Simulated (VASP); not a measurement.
# Se (Fm-3m) in VASP: notebook, part 2 of 2

VASP 6.6.1. Earlier steps stand in the parts before.

## (4) Single point, revPBE (19.19 Å³/atom)

This run uses another cell than the first one, of 19.19 Å³/atom.

File INCAR:

```
SYSTEM = Se
PREC     = Accurate       ! precision mode
ENCUT    = 520            ! plane-wave cutoff, eV
EDIFF    = 1E-7           ! SCF threshold, eV
ISMEAR   = -1             ! smearing method
SIGMA    = 0.1            ! smearing width, eV
LREAL    = .FALSE.        ! projectors in reciprocal space
LASPH    = .TRUE.         ! aspherical terms in the spheres
NELM     = 100            ! most SCF steps
ALGO     = Normal         ! electronic algorithm
ISIF     = 2              ! what is computed and relaxed
LWAVE    = .FALSE.        ! write WAVECAR
LCHARG   = .FALSE.        ! write CHGCAR
GGA      = RE             ! functional
NBANDS   = 9              ! bands
```

File KPOINTS:

```
regular mesh
0
G
  14 14 14
  0 0 0
```

File POSCAR:

```
Se
1.0
    0.0000000000      2.1248940952      2.1248940952
    2.1248940952      0.0000000000      2.1248940952
    2.1248940952      2.1248940952      0.0000000000
Se
1
Direct
    0.0000000000      0.0000000000      0.0000000000
```

Potentials or basis: VASP PAW PBE potentials, release 64 (Se).

The run is started by

```
$ cat potpaw_PBE.64/Se/POTCAR > POTCAR
$ mpirun -np 1 vasp_std > vasp.out
```

OUTCAR:

```text
SYSTEM = Se
   PREC = Accurate
   ENCUT = 520
   EDIFF = 1E-7
   ISMEAR = -1
   LREAL = .FALSE.
   LASPH = .TRUE.
   NELM = 100
   ISIF = 2
   GGA = RE

 ion  position               nearest neighbor table
   1  0.000  0.000  0.000-

  LATTYP: Found a face centered cubic cell.
 ALAT       =     4.2497881904

  Lattice vectors:

 A1 = (   0.0000000000,   2.1248940952,   2.1248940952)
 A2 = (   2.1248940952,   0.0000000000,   2.1248940952)
 A3 = (   2.1248940952,   2.1248940952,   0.0000000000)

Analysis of symmetry for initial positions (statically):
=====================================================================
 Subroutine PRICEL returns:
 Original cell was already a primitive cell.

 Routine SETGRP: Setting up the symmetry group for a
 face centered cubic supercell.

 Subroutine GETGRP returns: Found 48 space group operations
 (whereof 48 operations were pure point group operations)
 out of a pool of 48 trial point group operations.

The static configuration has the point symmetry O_h .

Analysis of symmetry for dynamics (positions and initial velocities):
=====================================================================
 Subroutine PRICEL returns:
 Original cell was already a primitive cell.

 Routine SETGRP: Setting up the symmetry group for a
 face centered cubic supercell.

 Subroutine GETGRP returns: Found 48 space group operations
 (whereof 48 operations were pure point group operations)
 out of a pool of 48 trial point group operations.

The dynamic configuration has the point symmetry O_h .

 Subroutine INISYM returns: Found 48 space group operations
 (whereof 48 operations are pure point group operations),
 and found     1 'primitive' translations

----------------------------------------------------------------------------------------

                                     Primitive cell

  volume of cell :      19.1885

  direct lattice vectors                    reciprocal lattice vectors
     0.000000000  2.124894095  2.124894095    -0.235305845  0.235305845  0.235305845
     2.124894095  0.000000000  2.124894095     0.235305845 -0.235305845  0.235305845
     2.124894095  2.124894095  0.000000000     0.235305845  0.235305845 -0.235305845

  length of vectors
     3.005054048  3.005054048  3.005054048     0.407561678  0.407561678  0.407561678

  position of ions in fractional coordinates (direct lattice)
     0.000000000  0.000000000  0.000000000

  ion indices of the primitive-cell ions
   primitive index   ion index
                 1           1

----------------------------------------------------------------------------------------

 KPOINTS: regular mesh

Automatic generation of k-mesh.
 Grid dimensions read from file:
 generate k-points for:   14   14   14

 Generating k-lattice:

  Cartesian coordinates                     Fractional coordinates (reciprocal lattice)
    -0.016807560  0.016807560  0.016807560     0.071428571  0.000000000  0.000000000
     0.016807560 -0.016807560  0.016807560     0.000000000  0.071428571  0.000000000
     0.016807560  0.016807560 -0.016807560     0.000000000  0.000000000  0.071428571

  Length of vectors
     0.029111548  0.029111548  0.029111548

  Shift w.r.t. Gamma in fractional coordinates (k-lattice)
     0.000000000  0.000000000  0.000000000

 Subroutine IBZKPT returns following result:
 ===========================================

 Found    104 irreducible k-points:

 Following reciprocal coordinates:
            Coordinates               Weight
  0.000000  0.000000  0.000000      1.000000
  0.071429  0.000000  0.000000      8.000000
  0.142857  0.000000  0.000000      8.000000
  0.214286  0.000000  0.000000      8.000000
  0.285714  0.000000  0.000000      8.000000
  0.357143  0.000000  0.000000      8.000000
[... 16 lines left out ...]
  0.214286  0.142857  0.000000     24.000000
  0.285714  0.142857  0.000000     24.000000
 [... further k-points ...]
   k-points           NKPTS =    104   k-points in BZ     NKDIM =    104   number of bands    NBANDS=      9
   number of dos      NEDOS =    301   number of ions     NIONS =      1
   total plane-waves  NPLWV =  13824
   dimension x,y,z NGX =    24 NGY =   24 NGZ =   24
   dimension x,y,z NGXF=    48 NGYF=   48 NGZF=   48
   ions per type =               1
   NGX,Y,Z   is equivalent  to a cutoff of  13.28, 13.28, 13.28 a.u.
   NGXF,Y,Z  is equivalent  to a cutoff of  26.55, 26.55, 26.55 a.u.
 SYSTEM =  Se
   PREC   = accura    normal or accurate (medium, high low for compatibility)
   ISTART =      0    job   : 0-new  1-cont  2-samecut
   ICHARG =      2    charge: 1-file 2-atom 10-const
   ISPIN  =      1    spin polarized calculation?
   LNONCOLLINEAR =      F non collinear calculations
   LSORBIT =      F    spin-orbit coupling
   LASPH  =      T    aspherical Exc in radial PAW
   ENCUT  =  520.0 eV  38.22 Ry    6.18 a.u.   5.59  5.59  5.59*2*pi/ulx,y,z
   NELM   =    100;   NELMIN=  2; NELMDL= -5     # of ELM steps
   EDIFF  = 0.1E-06   stopping-criterion for ELM
   LREAL  =      F    real-space projection
   EDIFFG = 0.1E-05   stopping-criterion for IOM
   NSW    =      0    number of steps for IOM
   IBRION =     -1    ionic relax: 0-MD 1-quasi-New 2-CG
   NFREE  =      0    steps in history (QN), initial steepest desc. (CG)
   ISIF   =      2    stress and relaxation
   ISYM   =      2    0-nonsym 1-usesym 2-fastsym
   POTIM  = 0.5000    time-step for ionic-motion
   TEBEG  =    0.0;   TEEND  =   0.0 temperature during run
   PSTRESS=    0.0 pullay stress
   NELECT =       6.0000    total number of electrons
   NUPDOWN=      -1.0000    fix difference up-down
   EMIN   =  10.00;   EMAX   =-10.00  energy-range for DOS
   EFERMI =   0.00;   METHOD = LEGACY
   ISMEAR =    -1;   SIGMA  =   0.10  broadening in eV -4-tet -1-fermi 0-gaus
   EFERMI_NEDOS =   21; number of points for ismear=-14 and -15
   IALGO  =     38    algorithm
   IMIX   =      4    mixing-type and parameters
     AMIX     =   0.40;   BMIX     =  1.00
     AMIX_MAG =   1.60;   BMIX_MAG =  1.00
  volume/ion in A,a.u.               =      19.19       129.49
  Fermi-wavevector in a.u.,A,eV,Ry     =   1.111163  2.099795 16.798899  1.234684
  Thomas-Fermi vector in A             =   2.247723
   LORBIT       =      0    0 simple, 1 ext, 2 COOP (PROOUT), +10 PAW based schemes
   GGA     = RE    functional components
   LHFCALC =     F    Hartree Fock is set to
   AEXX    =    0.0000 exact exchange contribution
   IVDW    =     0    specifies the selected vdW correction
   LEPSILON=     F    determine dielectric tensor
   LRPA    =     F    only Hartree local field effects (RPA)
 non-spin polarized calculation
  energy-cutoff  :      520.00
  volume of cell :       19.19
 maximum number of plane-waves:       533
   NGX = 11   NGY = 11   NGZ = 11

 number of electron       5.9999999 magnetization

 Free energy of the ion-electron system (eV)
  ---------------------------------------------------
  ext. energy  EPLUGINS =         0.00000000
  ---------------------------------------------------
  free energy    TOTEN  =        -2.39674279 eV

  energy without entropy =       -2.36635410  energy(sigma->0) =       -2.38154845

 E-fermi :   6.2094     XC(G=0): -10.8410

 val. band max:        6.2056667882   @ k =   0.3571   0.2143   0.0000
 cond. band min:       6.2100501740   @ k =  -0.4286   0.2857   0.0714
 fundamental gap:      0.0043833858
 Fermi energy:         6.2094047961

 k-point     1 :       0.0000    0.0000    0.0000
  band No.  band energies     occupation
      1     -10.3627      2.00000
      2       9.5445      0.00000
      3       9.5445      0.00000
      4       9.5445      0.00000
      5      18.1122      0.00000
      6      18.3171      0.00000
      7      18.3171      0.00000
      8      18.3171      0.00000
      9      21.7847      0.00000

 k-point     2 :       0.0714    0.0000    0.0000
  band No.  band energies     occupation
      1     -10.2541      2.00000
      2       8.7667      0.00000
      3       9.4499      0.00000
      4       9.4499      0.00000
      5      17.7250      0.00000
      6      18.5265      0.00000
      7      18.5265      0.00000
      8      18.7666      0.00000
      9      22.8219      0.00000
[... 253 lines left out ...]
 k-point    24 :       0.2857    0.1429    0.0000
  band No.  band energies     occupation
      1      -8.8217      2.00000
      2       4.2404      2.00000
      3       7.5748      0.00000
      4       7.6944      0.00000
      5      15.3317      0.00000
      6      17.1338      0.00000
      7      20.0784      0.00000
      8      20.9210      0.00000
      9      25.0931      0.00000

 [... further k-points ...]

------------------------ aborting loop because EDIFF is reached ----------------------------------------

  FORCE on cell =-STRESS in cart. coord.  units (eV):
  Direction    XX          YY          ZZ          XY          YZ          ZX
  --------------------------------------------------------------------------------------
  -------------------------------------------------------------------------------------
  Total        0.7453239      0.7453239      0.7453239      0.0000000      0.0000000     -0.0000000
  in kB       62.2319991     62.2319991     62.2319991      0.0000000      0.0000000     -0.0000000
  external PRESSURE =      62.2319991 kB  Pullay stress =       0.0000000 kB

 VOLUME and BASIS-vectors are now :
 -----------------------------------------------------------------------------
  energy-cutoff  :      520.00
  volume of cell :       19.19
      direct lattice vectors                 reciprocal lattice vectors
     0.000000000  2.124894095  2.124894095    -0.235305845  0.235305845  0.235305845
     2.124894095  0.000000000  2.124894095     0.235305845 -0.235305845  0.235305845
     2.124894095  2.124894095  0.000000000     0.235305845  0.235305845 -0.235305845

 POSITION                                       TOTAL-FORCE (eV/Angst)
 -----------------------------------------------------------------------------------
      0.00000      0.00000      0.00000         0.000000      0.000000      0.000000
 -----------------------------------------------------------------------------------
    total drift:                                0.000000     -0.000000     -0.000000

  FREE ENERGIE OF THE ION-ELECTRON SYSTEM (eV)
  ---------------------------------------------------
  free  energy   TOTEN  =        -2.3967427890 eV

  energy  without entropy=       -2.3663541046  energy(sigma->0) =       -2.38154845
```

It took 16 s on 1 thread of Intel Xeon 8259CL, shared host; peak memory 0.15 GiB.

Results:

```yaml
Free_energy: -2.3967 eV
Pressure: 6.2 GPa
Band_gap_on_the_k_mesh: zero (bands 3 and 4 overlap by 5.75 eV)
```

Caveat: the cell stands under pressure; the PAW data sets were made with another functional, which shifts forces and pressure a little.

## (5) Single point, revPBE (20.02 Å³/atom)

This run uses another cell than the first one, of 20.02 Å³/atom.

File INCAR:

```
ALGO = Normal ; EDIFF = 1E-6
ENCUT = 520 ; GGA = RE
ISIF = 2 ; ISMEAR = -1
LASPH = T ; LCHARG = F
LREAL = F ; LWAVE = F
NBANDS = 9 ; NELM = 80
PREC = Accurate ; SIGMA = 0.1
```

File KPOINTS:

```
k-points
0
Gamma
  14 14 14
```

File POSCAR:

```
Se
1.0
    0.0000000000      2.1552538269      2.1552538269
    2.1552538269      0.0000000000      2.1552538269
    2.1552538269      2.1552538269      0.0000000000
Se
1
Direct
    0.0000000000      0.0000000000      0.0000000000
```

The run is started by

```
$ cat potpaw_PBE.64/Se/POTCAR > POTCAR
$ mpirun -np 1 vasp_std > vasp.out
```

Run time: 15 s. Hardware: 1 thread of Intel Xeon 8259CL, shared host; peak memory 0.15 GiB.

The run converged. Its results:

```yaml
Free_energy: -2.4196 eV
Pressure: 2.7 GPa
Band_gap_on_the_k_mesh: zero (bands 3 and 4 overlap by 5.34 eV)
```

Levels at points of the mesh, in eV from the Fermi level:
```csv
k point,band 1,band 2,band 3,band 4,band 5,band 6,band 7
"(0.00, 0.00, 0.00)",-16.18,3.11,3.11,3.11,11.34,12.03,12.03
"(0.50, 0.00, 0.00)",-12.89,-6.82,1.82,1.82,8.54,11.13,11.13
"(0.50, 0.50, 0.00)",-11.61,-5.95,-0.82,-0.82,4.95,5.87,22.82
```

Caveat: the PAW data sets were made with another functional, which shifts forces and pressure a little.

## (6) Single point, revPBE (20.86 Å³/atom)

File INCAR:

```
SYSTEM = Se
  PREC = Accurate
  ENCUT = 520
  EDIFF = 1E-6
  ISMEAR = -1
  SIGMA = 0.1
  LREAL = .FALSE.
  LASPH = .TRUE.
  NELM = 60
  ALGO = Normal
  ISIF = 2
  LWAVE = .FALSE.
  LCHARG = .FALSE.
  GGA = RE
  NBANDS = 9
```

File KPOINTS:

```
regular mesh
0
G
  14 14 14
  0 0 0
```

File POSCAR:

```
Se
1.0
    0.0000000000      2.1847815212      2.1847815212
    2.1847815212      0.0000000000      2.1847815212
    2.1847815212      2.1847815212      0.0000000000
Se
1
Direct
    0.0000000000      0.0000000000      0.0000000000
```

Potentials or basis: VASP PAW PBE potentials, release 64 (Se).

The run is started by

```
$ cat potpaw_PBE.64/Se/POTCAR > POTCAR
$ mpirun -np 1 vasp_std > vasp.out
```

It took 15 s on 1 thread of Intel Xeon 8259CL, shared host; peak memory 0.15 GiB.

The run converged. Its results:

* Free energy: -2.4262 eV
* Pressure: -0.1 GPa
* Band gap on the k mesh: zero (bands 3 and 4 overlap by 4.98 eV)

Levels at points of the mesh, in eV from the Fermi level:
| k point | band 1 | band 2 | band 3 | band 4 | band 5 | band 6 |
| --- | --- | --- | --- | --- | --- | --- |
| (0.00, 0.00, 0.00) | -15.82 | 2.90 | 2.90 | 2.90 | 10.83 | 11.96 |
| (0.50, 0.00, 0.00) | -12.76 | -6.49 | 1.69 | 1.69 | 8.39 | 11.10 |
| (0.50, 0.50, 0.00) | -11.58 | -5.65 | -0.78 | -0.78 | 5.05 | 6.00 |

Caveat: the PAW data sets were made with another functional, which shifts forces and pressure a little.

## (7) Summary

```tsv
cell	k mesh	gap on the mesh (eV)	pressure (GPa)
a = 3.090 Å, angles 60.0°, 1 atom	12 × 12 × 12	none	-0.1
a = 2.961 Å, angles 60.0°, 1 atom	14 × 14 × 14	none	10.6
a = 3.005 Å, angles 60.0°, 1 atom	14 × 14 × 14	none	6.2
a = 3.048 Å, angles 60.0°, 1 atom	14 × 14 × 14	none	2.7
a = 3.090 Å, angles 60.0°, 1 atom	14 × 14 × 14	none	-0.1
```

Alike in all rows: task single point; level revPBE; potentials or basis VASP PAW PBE potentials, release 64 (Se); no spin polarisation; cutoff (eV) 520; smearing fermi-dirac 0.1 eV.

Caveats: the PAW data sets were made with another functional, which shifts forces and pressure a little; the cell stands under pressure (at least some runs).

Total energies depend on the potentials used, so only differences within one code and one set of settings carry meaning.

The gap in the log of VASP goes by the Fermi energy; the results here count the filled bands.